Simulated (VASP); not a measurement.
# Be2ZnTe5 (P3m1) in VASP: further runs

Be2ZnTe5 is run at these levels: PBE; tasks: single point, relaxation of cell and atoms.

Everything below comes from runs of VASP 6.6.1. Logs are shortened: lines on timing, memory, paths and dates and some standing lists are left out, and cuts for length are marked.

**1. The cell of the first run**

It takes space group P3m1 (No. 156, trigonal). The conventional cell has a = 4.084 Å, b = 4.084 Å, c = 15.009 Å, α = 90.00°, β = 90.00°, γ = 120.00°. Be (site symmetry 3m) has 4 Te at 2.47 to 2.50 Å within 3.3 Å. Be (site symmetry 3m) has 4 Te at 2.45 to 2.49 Å within 3.2 Å. Within 3.4 Å of Zn (site symmetry 3m) lie 4 Te at 2.59 to 2.67 Å. Te (site symmetry 3m) has 1 Be at 2.50 Å and 3 Te at 3.11 Å within 3.3 Å. Within 3.3 Å of Te (site symmetry 3m) lie 3 Be at 2.47 Å and 1 Zn at 2.67 Å. Within 3.2 Å of Te (site symmetry 3m) lie 1 Be at 2.45 Å and 3 Zn at 2.59 Å. Within 3.3 Å of Te (site symmetry 3m) lie 3 Be at 2.49 Å. Te (site symmetry 3m) has 12 Te at 3.11 to 4.08 Å and 3 Be at 4.26 Å within 4.3 Å.

**2. Single point, PBE**

INCAR

```
SYSTEM = Be2ZnTe5
ALGO = Normal
EDIFF = 1E-6
ENCUT = 520
GGA = PE
ISIF = 2
ISMEAR = 0
LASPH = .TRUE.
LCHARG = .TRUE.
LELF = .TRUE.
LREAL = .FALSE.
LVHAR = .TRUE.
LWAVE = .FALSE.
NBANDS = 33
NELM = 100
PREC = Accurate
SIGMA = 0.1
```

KPOINTS

```
k-points
0
G
  12 12 2
  0 0 0
```

POSCAR

```
Be2ZnTe5
1.0
    4.0843280274      0.0000000000      0.0000000000
   -2.0421640137      3.5371318291      0.0000000000
    0.0000000000      0.0000000000     15.0090805958
Be Zn Te
2 1 5
Direct
    0.0000000000      0.0000000000      0.1971152405
    0.6666666667      0.3333333333      0.6590610831
    0.3333333333      0.6666666667      0.4249434381
    0.0000000000      0.0000000000      0.0303980552
    0.3333333333      0.6666666667      0.2467526277
    0.6666666667      0.3333333333      0.4955591350
    0.0000000000      0.0000000000      0.7118806344
    0.3333333333      0.6666666667      0.8952897859
```

Potentials or basis: VASP PAW PBE potentials, release 64 (Be, Zn, Te).

Launch:

```
$ cat potpaw_PBE.64/Be/POTCAR potpaw_PBE.64/Zn/POTCAR potpaw_PBE.64/Te/POTCAR > POTCAR
$ mpirun -np 1 vasp_std > vasp.out
```

OUTCAR:

```text
SYSTEM = Be2ZnTe5
   EDIFF = 1E-6
   ENCUT = 520
   GGA = PE
   ISIF = 2
   ISMEAR = 0
   LASPH = .TRUE.
   LREAL = .FALSE.
   NELM = 100
   PREC = Accurate

 ion  position               nearest neighbor table
   1  0.000  0.000  0.197-   5 2.47   5 2.47   5 2.47   4 2.50
   2  0.667  0.333  0.659-   6 2.45   7 2.49   7 2.49   7 2.49
   3  0.333  0.667  0.425-   6 2.59   6 2.59   6 2.59   5 2.67
   4  0.000  0.000  0.030-   1 2.50   8 3.11   8 3.11   8 3.11
   5  0.333  0.667  0.247-   1 2.47   1 2.47   1 2.47   3 2.67
   6  0.667  0.333  0.496-   2 2.45   3 2.59   3 2.59   3 2.59
   7  0.000  0.000  0.712-   2 2.49   2 2.49   2 2.49   8 3.62   8 3.62   8 3.62
   8  0.333  0.667  0.895-   4 3.11   4 3.11   4 3.11   7 3.62   7 3.62   7 3.62

  LATTYP: Found a hexagonal cell.
 ALAT       =     4.0843280274
 C/A-ratio  =     3.6747980317

  Lattice vectors:

 A1 = (   4.0843280274,   0.0000000000,   0.0000000000)
 A2 = (  -2.0421640137,   3.5371318291,   0.0000000000)
 A3 = (   0.0000000000,   0.0000000000,  15.0090805958)

Analysis of symmetry for initial positions (statically):
=====================================================================
 Subroutine PRICEL returns:
 Original cell was already a primitive cell.

 Routine SETGRP: Setting up the symmetry group for a
 hexagonal supercell.

 Subroutine GETGRP returns: Found  6 space group operations
 (whereof  6 operations were pure point group operations)
 out of a pool of 24 trial point group operations.

The static configuration has the point symmetry C_3v.

Analysis of symmetry for dynamics (positions and initial velocities):
=====================================================================
 Subroutine PRICEL returns:
 Original cell was already a primitive cell.

 Routine SETGRP: Setting up the symmetry group for a
 hexagonal supercell.

 Subroutine GETGRP returns: Found  6 space group operations
 (whereof  6 operations were pure point group operations)
 out of a pool of 24 trial point group operations.

The dynamic configuration has the point symmetry C_3v.

 Subroutine INISYM returns: Found  6 space group operations
 (whereof  6 operations are pure point group operations),
 and found     1 'primitive' translations

----------------------------------------------------------------------------------------

                                     Primitive cell

  volume of cell :     216.8333

  direct lattice vectors                    reciprocal lattice vectors
[... 105 lines left out ...]
   ISIF   =      2    stress and relaxation
   ISYM   =      2    0-nonsym 1-usesym 2-fastsym
   POTIM  = 0.5000    time-step for ionic-motion
   TEBEG  =    0.0;   TEEND  =   0.0 temperature during run
   PSTRESS=    0.0 pullay stress
   NELECT =      46.0000    total number of electrons
   NUPDOWN=      -1.0000    fix difference up-down
   EMIN   =  10.00;   EMAX   =-10.00  energy-range for DOS
   EFERMI =   0.00;   METHOD = LEGACY
   ISMEAR =     0;   SIGMA  =   0.10  broadening in eV -4-tet -1-fermi 0-gaus
   EFERMI_NEDOS =   21; number of points for ismear=-14 and -15
   IALGO  =     38    algorithm
   IMIX   =      4    mixing-type and parameters
     AMIX     =   0.40;   BMIX     =  1.00
     AMIX_MAG =   1.60;   BMIX_MAG =  1.00
  volume/ion in A,a.u.               =      27.10       182.91
  Fermi-wavevector in a.u.,A,eV,Ry     =   0.976380  1.845090 12.970673  0.953318
  Thomas-Fermi vector in A             =   2.106994
   LORBIT       =      0    0 simple, 1 ext, 2 COOP (PROOUT), +10 PAW based schemes
   GGA     = PE    functional components
   LHFCALC =     F    Hartree Fock is set to
   AEXX    =    0.0000 exact exchange contribution
   IVDW    =     0    specifies the selected vdW correction
   LEPSILON=     F    determine dielectric tensor
   LRPA    =     F    only Hartree local field effects (RPA)
 non-spin polarized calculation
 Gauss-broadening in eV      SIGMA  =   0.10
  energy-cutoff  :      520.00
  volume of cell :      216.83
 maximum number of plane-waves:      5900
   NGX = 15   NGY = 15   NGZ = 55

 number of electron      46.0000015 magnetization

 Free energy of the ion-electron system (eV)
  ---------------------------------------------------
  ext. energy  EPLUGINS =         0.00000000
  ---------------------------------------------------
  free energy    TOTEN  =       -24.98056287 eV

  energy without entropy =      -24.95941237  energy(sigma->0) =      -24.96998762

 E-fermi :   5.0790     XC(G=0):  -9.0360

 val. band max:        5.0777574507   @ k =   0.4167  -0.0000   0.5000
 cond. band min:       5.1311901248   @ k =   0.0833   0.0833   0.0000
 fundamental gap:      0.0534326741
 Fermi energy:         5.0789762853

 k-point     1 :       0.0000    0.0000    0.0000
  band No.  band energies     occupation
      1      -8.0587      2.00000
      2      -7.2953      2.00000
      3      -7.0735      2.00000
      4      -6.3970      2.00000
      5      -5.0441      2.00000
      6      -2.2894      2.00000
[... 853 lines left out ...]
     32       9.8198      0.00000
     33      10.5621      0.00000

 [... further k-points ...]

------------------------ aborting loop because EDIFF is reached ----------------------------------------

  FORCE on cell =-STRESS in cart. coord.  units (eV):
  Direction    XX          YY          ZZ          XY          YZ          ZX
  --------------------------------------------------------------------------------------
  -------------------------------------------------------------------------------------
  Total        0.0865499      0.0865499      0.0944474      0.0000000      0.0000000      0.0000000
  in kB        0.6395156      0.6395156      0.6978703      0.0000000      0.0000000      0.0000000
  external PRESSURE =       0.6589672 kB  Pullay stress =       0.0000000 kB

 VOLUME and BASIS-vectors are now :
 -----------------------------------------------------------------------------
  energy-cutoff  :      520.00
  volume of cell :      216.83
      direct lattice vectors                 reciprocal lattice vectors
     4.084328027  0.000000000  0.000000000     0.244838317  0.141357468  0.000000000
    -2.042164014  3.537131829  0.000000000     0.000000000  0.282714936  0.000000000
     0.000000000  0.000000000 15.009080596     0.000000000  0.000000000  0.066626333

 POSITION                                       TOTAL-FORCE (eV/Angst)
 -----------------------------------------------------------------------------------
      0.00000      0.00000      2.95852         0.000000      0.000000      0.003288
      2.04216      1.17904      9.89190         0.000000      0.000000      0.005926
     -0.00000      2.35809      6.37801        -0.000000     -0.000000     -0.001150
      0.00000      0.00000      0.45625         0.000000      0.000000     -0.008183
     -0.00000      2.35809      3.70353        -0.000000     -0.000000     -0.003415
      2.04216      1.17904      7.43789         0.000000      0.000000     -0.004219
      0.00000      0.00000     10.68467         0.000000      0.000000      0.013188
     -0.00000      2.35809     13.43748         0.000000     -0.000000     -0.005435
 -----------------------------------------------------------------------------------
    total drift:                                0.000000     -0.000000     -0.001893

  FREE ENERGIE OF THE ION-ELECTRON SYSTEM (eV)
  ---------------------------------------------------
  free  energy   TOTEN  =       -24.9805628687 eV

  energy  without entropy=      -24.9594123732  energy(sigma->0) =      -24.96998762
```

OSZICAR:

```text
N       E                     dE             d eps       ncg     rms          rms(c)
DAV:   1     0.235343157925E+03    0.23534E+03   -0.17439E+04  2508   0.120E+03
DAV:   2    -0.367477030743E+01   -0.23902E+03   -0.22548E+03  2885   0.239E+02
DAV:   3    -0.250168666802E+02   -0.21342E+02   -0.20904E+02  3153   0.761E+01
DAV:   4    -0.255841909506E+02   -0.56732E+00   -0.56500E+00  3032   0.127E+01
DAV:   5    -0.256019122671E+02   -0.17721E-01   -0.17713E-01  3503   0.225E+00    0.115E+01
DAV:   6    -0.250034412772E+02    0.59847E+00   -0.13807E+00  3375   0.200E+01    0.686E+00
DAV:   7    -0.249810151874E+02    0.22426E-01   -0.79809E-01  3061   0.414E+00    0.262E+00
DAV:   8    -0.249829149944E+02   -0.18998E-02   -0.47787E-02  3066   0.106E+00    0.103E+00
DAV:   9    -0.249809138504E+02    0.20011E-02   -0.14941E-02  2972   0.630E-01    0.369E-01
DAV:  10    -0.249804793499E+02    0.43450E-03   -0.28395E-03  3149   0.275E-01    0.210E-01
DAV:  11    -0.249805539412E+02   -0.74591E-04   -0.10986E-03  3028   0.145E-01    0.608E-02
DAV:  12    -0.249805580391E+02   -0.40979E-05   -0.18203E-04  3077   0.788E-02    0.249E-02
DAV:  13    -0.249805598091E+02   -0.17700E-05   -0.17765E-05  3093   0.220E-02    0.174E-02
DAV:  14    -0.249805627230E+02   -0.29139E-05   -0.11587E-05  2888   0.178E-02    0.790E-03
DAV:  15    -0.249805628687E+02   -0.14568E-06   -0.15443E-06  2178   0.997E-03
   1 F= -.24980563E+02 E0= -.24969988E+02  d E =-.211505E-01
```

stdout:

```text
POSCAR found type information on POSCAR BeZnTe
 POSCAR found :  3 types and       8 ions
 scaLAPACK will be used
 LDA part: xc-table for (Slater+PW92), standard interpolation
 POSCAR, INCAR and KPOINTS ok, starting setup
 FFT: planning ... GRIDC
 FFT: planning ... GRID_SOFT
 FFT: planning ... GRID
 WAVECAR not read
 entering main loop
```

Wall time 12 min (1 thread of Intel Xeon 8259CL, shared host); peak memory 0.47 GiB.

Results:

- Free energy: -24.9806 eV
- Pressure: 0.1 GPa
- Largest force: 0.013 eV/Å
- Band gap on the k mesh: zero (bands 23 and 24 overlap by 0.60 eV)

Forces in eV/Å, atoms in the order of the input:
```
Be   0.000  0.000  0.003
Be   0.000  0.000  0.006
Zn   0.000  0.000 -0.001
Te   0.000  0.000 -0.008
Te   0.000  0.000 -0.003
Te   0.000  0.000 -0.004
Te   0.000  0.000  0.013
Te   0.000  0.000 -0.005
```

Levels at points of the mesh, in eV from the Fermi level:
```csv
k point,band 21,band 22,band 23,band 24,band 25,band 26
"(0.00, 0.00, 0.00)",-0.30,-0.30,0.43,0.43,0.89,2.17
"(0.50, 0.00, 0.00)",-2.09,-1.43,-0.73,0.15,0.51,1.97
"(0.00, 0.00, 0.50)",-0.26,-0.26,0.32,0.42,0.42,2.18
"(0.50, 0.00, 0.50)",-1.51,-1.50,-0.69,-0.16,0.54,2.02
```

Caveat: semilocal functionals underestimate gaps, and a narrow one can read as zero; spin-orbit coupling is left out, which moves the levels of the heavy elements.

**3. Relaxation of cell and atoms, PBE**

This run uses another cell than the first one, of 24.20 Å³/atom.

INCAR

```
PREC = Accurate ; ENCUT = 600
EDIFF = 1E-6 ; ISMEAR = 0
SIGMA = 0.2 ; LREAL = F
LASPH = T ; NELM = 100
ALGO = Normal ; ISIF = 3
LWAVE = F ; LCHARG = F
GGA = PE ; IBRION = 2
NSW = 36 ; EDIFFG = -0.08
```

KPOINTS

```
Automatic mesh
0
Gamma
  5 5 2
```

POSCAR

```
Be2ZnTe5
1.0
    4.1000000000      0.0000000000      0.0000000000
   -2.0500000000      3.5507041600      0.0000000000
    0.0000000000      0.0000000000     13.3000000000
Be Zn Te
2 1 5
Direct
    0.0000000000      0.0000000000      0.1840000000
    0.6666666700      0.3333333300      0.6840000000
    0.3333333300      0.6666666700      0.4360000000
    0.0000000000      0.0000000000      0.0000000000
    0.3333333300      0.6666666700      0.2410000000
    0.6666666700      0.3333333300      0.5000000000
    0.0000000000      0.0000000000      0.7440000000
    0.3333333300      0.6666666700      0.8720000000
```

Potentials or basis: VASP PAW PBE potentials, release 64 (Be, Zn, Te).

Launch:

```
$ cat potpaw_PBE.64/Be/POTCAR potpaw_PBE.64/Zn/POTCAR potpaw_PBE.64/Te/POTCAR > POTCAR
$ mpirun -np 1 vasp_std > vasp.out
```

It took 28 min on 1 thread of Intel Xeon 8259CL, shared host; peak memory 0.45 GiB.

The run converged. Its results:

| Quantity | Value |
| --- | --- |
| Free energy | -24.9931 eV |
| Relaxed volume | 27.02 Å³/atom |
| Relaxed cell | a = 4.091 Å, b = 4.091 Å, c = 14.913 Å, α = 90.00°, β = 90.00°, γ = 120.00° |
| Space group after relaxing (to 0.1 Å) | P3m1 (No. 156) |
| Energy gained by relaxing | 231.4 meV/atom |
| Ionic steps | 13 |
| Pressure after relaxing | 0.1 GPa |
| Largest force after relaxing | 0.042 eV/Å |
| Band gap on the k mesh | zero (bands 23 and 24 overlap by 0.46 eV) |

Forces on the atoms (eV/Å):
```
Be   0.000  0.000  0.002
Be   0.000  0.000  0.018
Zn   0.000  0.000  0.025
Te   0.000  0.000 -0.005
Te   0.000  0.000 -0.021
Te   0.000  0.000  0.002
Te   0.000  0.000 -0.042
Te   0.000  0.000  0.019
```

Stress tensor (GPa, compression positive):
```
0.15 0.00 0.00
0.00 0.15 0.00
0.00 0.00 0.02
```

The path:
| step | energy change (eV) | largest force (eV/Å) | pressure (GPa) | volume (Å³) |
| --- | --- | --- | --- | --- |
| 1 | 0.0000 | 2.8935 | 9.26 | 193.62 |
| 2 | -1.1572 | 0.9502 | -2.58 | 235.50 |
| 3 | -1.1925 | 1.0372 | -1.31 | 227.99 |
| 4 | -1.4108 | 0.7541 | -0.92 | 224.19 |
| 5 | -1.6546 | 0.7071 | 0.38 | 216.56 |
| 6 | -1.6702 | 0.7516 | 1.01 | 213.79 |
| 7 | -1.7507 | 0.4022 | -0.35 | 218.99 |
| 8 | -1.7554 | 0.4185 | -0.70 | 220.49 |
| 9 | -1.8073 | 0.3424 | -0.10 | 217.09 |
| 10 | -1.8269 | 0.3383 | 0.62 | 213.54 |
| 11 | -1.8471 | 0.1417 | -0.12 | 216.98 |
| 12 | -1.8475 | 0.1552 | -0.06 | 216.56 |
| 13 | -1.8510 | 0.0416 | 0.11 | 216.20 |

Final structure:
```
CELL_PARAMETERS angstrom
4.09144 0.00000 0.00000
-2.04572 3.54329 0.00000
0.00000 0.00000 14.91305
ATOMIC_POSITIONS crystal
Be 0.00000 0.00000 0.19632
Be 0.66667 0.33333 0.66063
Zn 0.33333 0.66667 0.42496
Te 0.00000 0.00000 0.02884
Te 0.33333 0.66667 0.24595
Te 0.66667 0.33333 0.49632
Te 0.00000 0.00000 0.71453
Te 0.33333 0.66667 0.89345
```

Levels at points of the mesh, in eV from the Fermi level:
```
           k point  band 21  band 22  band 23  band 24  band 25  band 26
(0.00, 0.00, 0.00)    -0.38    -0.38     0.43     0.43     0.91     2.09
(0.00, 0.00, 0.50)    -0.34    -0.34     0.35     0.41     0.41     2.10
```

Caveat: semilocal functionals underestimate gaps, and a narrow one can read as zero; spin-orbit coupling is left out, which moves the levels of the heavy elements; the relaxation stopped at a loose force limit of 0.08 eV/Å, so its end isn't a converged minimum.

**4. Relaxation of cell and atoms, PBE**

INCAR

```
ALGO = Normal ; EDIFF = 1E-6
EDIFFG = -0.01 ; ENCUT = 600
GGA = PE ; IBRION = 2
ISIF = 3 ; ISMEAR = 0
LASPH = True ; LCHARG = False
LREAL = False ; LWAVE = False
NELM = 60 ; NSW = 100
PREC = Accurate ; SIGMA = 0.1
```

KPOINTS

```
k-points
0
Gamma
  12 12 2
```

POSCAR

```
Be2ZnTe5
1.0
    4.0992874885      0.0000000000      0.0000000000
   -2.0496437443      3.5500871025      0.0000000000
    0.0000000000      0.0000000000     14.8893345029
Be Zn Te
2 1 5
Direct
    0.0000000000      0.0000000000      0.1965249575
    0.6666666667      0.3333333333      0.6606119801
    0.3333333333      0.6666666667      0.4255237412
    0.0000000000      0.0000000000      0.0291335526
    0.3333333333      0.6666666667      0.2457908411
    0.6666666667      0.3333333333      0.4962757317
    0.0000000000      0.0000000000      0.7130336866
    0.3333333333      0.6666666667      0.8941055092
```

Launch:

```
$ cat potpaw_PBE.64/Be/POTCAR potpaw_PBE.64/Zn/POTCAR potpaw_PBE.64/Te/POTCAR > POTCAR
$ mpirun -np 1 vasp_std > vasp.out
```

Wall time 60 min (1 thread of Intel Xeon 8259CL, shared host); peak memory 0.62 GiB.

Results (log left out):

| Item | Value |
| --- | --- |
| Free energy | -24.9804 eV |
| Relaxed volume | 27.13 Å³/atom |
| Relaxed cell | a = 4.086 Å, b = 4.086 Å, c = 15.010 Å, α = 90.00°, β = 90.00°, γ = 120.00° |
| Space group after relaxing (to 0.1 Å) | P3m1 (No. 156) |
| Energy gained by relaxing | 0.4 meV/atom |
| Ionic steps | 12 |
| Pressure after relaxing | 0.0 GPa |
| Band gap on the k mesh | zero (bands 23 and 24 overlap by 0.59 eV) |

Forces in eV/Å, atoms in the order of the input:
```
Be   0.000  0.000  0.002
Be   0.000  0.000  0.003
Zn   0.000  0.000  0.001
Te   0.000  0.000 -0.001
Te   0.000  0.000  0.000
Te   0.000  0.000  0.000
Te   0.000  0.000 -0.002
Te   0.000  0.000 -0.002
```

Step by step:
```tsv
step	energy change (eV)	largest force (eV/Å)	pressure (GPa)	volume (Å³)
1	0.0000	0.0457	0.07	216.68
2	-0.0019	0.0458	-0.03	217.03
3	-0.0022	0.0530	-0.08	217.26
4	-0.0027	0.0403	0.01	216.89
5	-0.0029	0.0378	0.07	216.60
6	-0.0031	0.0238	0.00	216.87
7	-0.0032	0.0241	-0.02	216.98
8	-0.0033	0.0217	-0.01	216.94
9	-0.0034	0.0206	0.04	216.83
10	-0.0035	0.0156	-0.03	217.11
11	-0.0035	0.0155	-0.01	217.11
12	-0.0036	0.0028	0.01	217.02
```

Final structure:
```yaml
crystal:
  lattice:
    - [4.08602, 0.00000, 0.00000]
    - [-2.04301, 3.53859, 0.00000]
    - [0.00000, 0.00000, 15.00980]
  atoms:
    - { symbol: Be, position: [0.00000, 0.00000, 0.19699] }
    - { symbol: Be, position: [0.66667, 0.33333, 0.65923] }
    - { symbol: Zn, position: [0.33333, 0.66667, 0.42495] }
    - { symbol: Te, position: [0.00000, 0.00000, 0.03020] }
    - { symbol: Te, position: [0.33333, 0.66667, 0.24665] }
    - { symbol: Te, position: [0.66667, 0.33333, 0.49560] }
    - { symbol: Te, position: [0.00000, 0.00000, 0.71222] }
    - { symbol: Te, position: [0.33333, 0.66667, 0.89519] }
```

Levels at points of the mesh, in eV from the Fermi level:
| k point | band 19 | band 20 | band 21 | band 22 | band 23 | band 24 | band 25 | band 26 | band 27 | band 28 |
| --- | --- | --- | --- | --- | --- | --- | --- | --- | --- | --- |
| (0.00, 0.00, 0.00) | -1.05 | -1.05 | -0.30 | -0.30 | 0.43 | 0.43 | 0.88 | 2.16 | 2.58 | 2.77 |
| (0.50, 0.00, 0.00) | -2.61 | -2.33 | -2.09 | -1.44 | -0.73 | 0.15 | 0.51 | 1.97 | 2.21 | 2.44 |
| (0.00, 0.00, 0.50) | -1.11 | -0.69 | -0.27 | -0.27 | 0.32 | 0.41 | 0.41 | 2.17 | 2.69 | 2.73 |
| (0.50, 0.00, 0.50) | -2.73 | -2.19 | -1.52 | -1.51 | -0.69 | -0.16 | 0.53 | 2.02 | 2.17 | 2.54 |

Caveat: semilocal functionals underestimate gaps, and a narrow one can read as zero; spin-orbit coupling is left out, which moves the levels of the heavy elements.

**5. Summary**

| task | cell | k mesh | cutoff (eV) | smearing | gap on the mesh (eV) | pressure (GPa) | relaxed volume (Å³/atom) | largest force (eV/Å) |
| --- | --- | --- | --- | --- | --- | --- | --- | --- |
| single point | a = 4.084, b = 4.084, c = 15.009 Å, angles 90.0, 90.0, 120.0°, 8 atoms, atomic positions A | 12 × 12 × 2 | 520 | gaussian 0.1 eV | none | 0.1 | - | 0.01 |
| relaxation of cell and atoms | relaxed from a = 4.100, b = 4.100, c = 13.300 Å, angles 90.0, 90.0, 120.0°, 8 atoms, atomic positions B | 5 × 5 × 2 | 600 | gaussian 0.2 eV | none | 0.1 | 27.02 | 0.04 |
| relaxation of cell and atoms | relaxed from a = 4.099, b = 4.099, c = 14.889 Å, angles 90.0, 90.0, 120.0°, 8 atoms, atomic positions C | 12 × 12 × 2 | 600 | gaussian 0.1 eV | none | 0.0 | 27.13 | - |

Alike in all rows: level PBE; potentials or basis VASP PAW PBE potentials, release 64 (Be, Zn, Te); no spin polarisation.

Caveats: semilocal functionals underestimate gaps, and a narrow one can read as zero; spin-orbit coupling is left out, which moves the levels of the heavy elements; the relaxation stopped at a loose force limit of 0.08 eV/Å, so its end isn't a converged minimum (at least some runs).

Absolute energies hang on the potentials; compare differences alone.

The gap in the log of VASP goes by the Fermi energy; the results here count the filled bands.